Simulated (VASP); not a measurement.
# BN (P6_3/mmc) in VASP: notebook, part 2 of 2

VASP 6.6.1. Earlier steps stand in the parts before.

**3. Single point, r2SCAN (strain -0.025 along x and y, +0.000 along z)**

Input file POSCAR:

```
BN
1.0
    2.4413919117      0.0000000000      0.0000000000
   -1.2206959559      2.1143074161      0.0000000000
    0.0000000000      0.0000000000      6.6612000000
B N
2 2
Direct
    0.3333333333      0.6666666667      0.2500000000
    0.6666666667      0.3333333333      0.7500000000
    0.3333333333      0.6666666667      0.7500000000
    0.6666666667      0.3333333333      0.2500000000
```

Input file INCAR.step1:

```
  PREC = Accurate
  ENCUT = 520
  ISMEAR = 0
  SIGMA = 0.05
  LREAL = F
  LASPH = T
  NELM = 80
  NBANDS = 16
  GGA = PE
  ALGO = Normal
  EDIFF = 1E-4
  LWAVE = T
  LCHARG = F
```

Input file INCAR.step2:

```
  PREC = Accurate
  ENCUT = 520
  EDIFF = 1E-7
  ISMEAR = 0
  SIGMA = 0.05
  LREAL = F
  LASPH = T
  NELM = 80
  ALGO = Normal
  ISIF = 2
  LWAVE = F
  LCHARG = F
  METAGGA = R2SCAN
  LMIXTAU = T
  NBANDS = 16
  ISTART = 1
```

Input file KPOINTS:

```
regular mesh
0
Gamma
  12 12 4
```

Potentials or basis: VASP PAW PBE potentials, release 64 (B, N).

Started as:

```bash
> cat potpaw_PBE.64/B/POTCAR potpaw_PBE.64/N/POTCAR > POTCAR
> cp INCAR.step1 INCAR
> mpirun -np 1 vasp_std > vasp.out
> cp INCAR.step2 INCAR
> mpirun -np 1 vasp_std > vasp.out
```

OUTCAR:

```text
PREC = Accurate
   ENCUT = 520
   EDIFF = 1E-7
   ISMEAR = 0
   LREAL = F
   LASPH = T
   NELM = 80
   ISIF = 2
   METAGGA = R2SCAN
   ISTART = 1

 ion  position               nearest neighbor table
   1  0.333  0.667  0.250-   4 1.41   4 1.41   4 1.41
   2  0.667  0.333  0.750-   3 1.41   3 1.41   3 1.41
   3  0.333  0.667  0.750-   2 1.41   2 1.41   2 1.41
   4  0.667  0.333  0.250-   1 1.41   1 1.41   1 1.41

  LATTYP: Found a hexagonal cell.
 ALAT       =     2.4413919117
[... 639 lines left out ...]
      6      -1.4282      2.00000
[... 8 lines left out ...]
     15      20.9328      0.00000
     16      22.9786      0.00000

 [... further k-points ...]
[... 5 lines left out ...]
  --------------------------------------------------------------------------------------
  -------------------------------------------------------------------------------------
  Total        6.5213975      6.5213975      0.1248848     -0.0000000     -0.0000000      0.0000000
  in kB      303.8737239    303.8737239      5.8191826     -0.0000000     -0.0000000      0.0000000
  external PRESSURE =     204.5222101 kB  Pullay stress =       0.0000000 kB

 VOLUME and BASIS-vectors are now :
 -----------------------------------------------------------------------------
  energy-cutoff  :      520.00
  volume of cell :       34.38
      direct lattice vectors                 reciprocal lattice vectors
     2.441391912  0.000000000  0.000000000     0.409602406  0.236484059  0.000000000
    -1.220695956  2.114307416  0.000000000     0.000000000  0.472968118  0.000000000
     0.000000000  0.000000000  6.661200000     0.000000000  0.000000000  0.150123101

 POSITION                                       TOTAL-FORCE (eV/Angst)
 -----------------------------------------------------------------------------------
     -0.00000      1.40954      1.66530        -0.000000      0.000000      0.000000
      1.22070      0.70477      4.99590         0.000000     -0.000000      0.000000
     -0.00000      1.40954      4.99590        -0.000000      0.000000     -0.000000
      1.22070      0.70477      1.66530        -0.000000      0.000000      0.000000
 -----------------------------------------------------------------------------------
    total drift:                               -0.000000      0.000000      0.000000

  FREE ENERGIE OF THE ION-ELECTRON SYSTEM (eV)
  ---------------------------------------------------
  free  energy   TOTEN  =       -38.4324973223 eV

  energy  without entropy=      -38.4324973223  energy(sigma->0) =      -38.43249732
```

OUTCAR.step1:

```text
PREC = Accurate
   ENCUT = 520
   ISMEAR = 0
   LREAL = F
[... 687 lines left out ...]
     -0.00000      1.40954      1.66530         0.000000     -0.000000      0.000000
      1.22070      0.70477      4.99590        -0.000000      0.000000      0.000000
     -0.00000      1.40954      4.99590        -0.000000      0.000000      0.000000
      1.22070      0.70477      1.66530        -0.000000     -0.000000      0.000000
 -----------------------------------------------------------------------------------
    total drift:                               -0.000000      0.000000      0.000000

  FREE ENERGIE OF THE ION-ELECTRON SYSTEM (eV)
  ---------------------------------------------------
  free  energy   TOTEN  =       -34.9473945554 eV

  energy  without entropy=      -34.9473945554  energy(sigma->0) =      -34.94739456
```

It took 87 s on 1 thread of Intel Xeon Platinum 8488C (Sapphire Rapids), shared host; peak memory 0.16 GiB.

What came out:

```yaml
Free_energy: -38.4325 eV
Pressure: 20.5 GPa
Band_gap_on_the_k_mesh: 5.01 eV, indirect (least direct gap 5.53 eV)
```

Stress tensor (GPa, compression positive):
```
30.39  0.00  0.00
 0.00 30.39  0.00
 0.00  0.00  0.58
```

Caveat: the cell differs from its parent crystal (strain -0.025 along x and y, +0.000 along z); the PAW data sets were made with another functional, which shifts forces and pressure a little. A k mesh can miss the band edges.
